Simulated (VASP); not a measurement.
# Ca: relaxation of cell and atoms with r2SCAN

Ca:

```xyz
2
Lattice="3.4025 0.0000 0.0000 -1.7013 2.9467 0.0000 0.0000 0.0000 6.6597" Properties=species:S:1:pos:R:3 pbc="T T T"
Ca    0.0000    1.9644    1.6649
Ca    1.7013    0.9822    4.9948
```

This isn't the form of Ca at room conditions, which is fcc.

- Program: VASP 6.6.1
- Task: relaxation of cell and atoms
- Functional: r2SCAN
- Potentials or basis: VASP PAW PBE potentials, release 64 (Ca_sv)
- Cutoff: 600 eV
- k mesh: 12 × 12 × 6
- Occupations: gaussian, width 0.1 eV
- Spin: no spin polarisation
- Dipole correction: no
- Further INCAR settings: ALGO = Normal; EDIFF = 1e-07; IBRION = 2; EDIFFG = -0.01; NSW = 80; ISIF = 3

- Relaxed volume: 43.60 Å³/atom
- Relaxed cell: a = 3.944 Å, b = 3.944 Å, c = 6.474 Å, α = 90.00°, β = 90.00°, γ = 120.00°
- Space group after relaxing (to 0.1 Å): P6_3/mmc (No. 194)
- Energy gained by relaxing: 308.2 meV/atom
- Ionic steps: 10
- Pressure after relaxing: 0.0 GPa
- Band gap on the k mesh: zero (bands 10 and 11 overlap by 0.71 eV)

The path:
```tsv
step	energy change (eV)	largest force (eV/Å)	pressure (GPa)	volume (Å³)
1	0.0000	0.0000	6.94	66.77
2	-0.5698	0.0000	1.26	81.38
3	-0.6108	0.0000	0.17	86.10
4	-0.6145	0.0000	-0.19	87.96
5	-0.6144	0.0000	-0.27	88.41
6	-0.6161	0.0000	-0.11	87.64
7	-0.6163	0.0000	-0.02	87.25
8	-0.6163	0.0000	-0.03	87.31
9	-0.6163	0.0000	-0.04	87.33
10	-0.6163	0.0000	-0.02	87.20
```

Final structure:
```
CELL_PARAMETERS angstrom
3.94382 0.00000 0.00000
-1.97191 3.41545 0.00000
0.00000 0.00000 6.47356
ATOMIC_POSITIONS crystal
Ca 0.33333 0.66667 0.25000
Ca 0.66667 0.33333 0.75000
```

Levels at points of the mesh, in eV from the Fermi level:
```tsv
k point	band 6	band 7	band 8	band 9	band 10	band 11	band 12	band 13	band 14
(0.00, 0.00, 0.00)	-23.96	-23.96	-23.95	-4.31	-1.03	-0.41	2.54	2.56	2.56
(0.50, 0.00, 0.00)	-24.00	-23.98	-23.97	-1.17	-0.84	0.28	0.49	1.45	2.06
(0.00, 0.00, 0.50)	-23.96	-23.96	-23.96	-3.26	-3.26	1.55	1.55	2.56	2.56
(0.50, 0.00, 0.50)	-23.99	-23.98	-23.98	-0.67	-0.67	-0.02	-0.02	1.64	1.64
```

Wall time 49 min on 1 thread of Intel Xeon 8259CL (shared host), peak memory 0.27 GiB.

Caveat: the volume moved by over 15 % at a fixed basis, so the end points are rough; the PAW data sets were made with another functional, which shifts forces and pressure a little. Zero-point motion and thermal expansion aren't in these numbers.
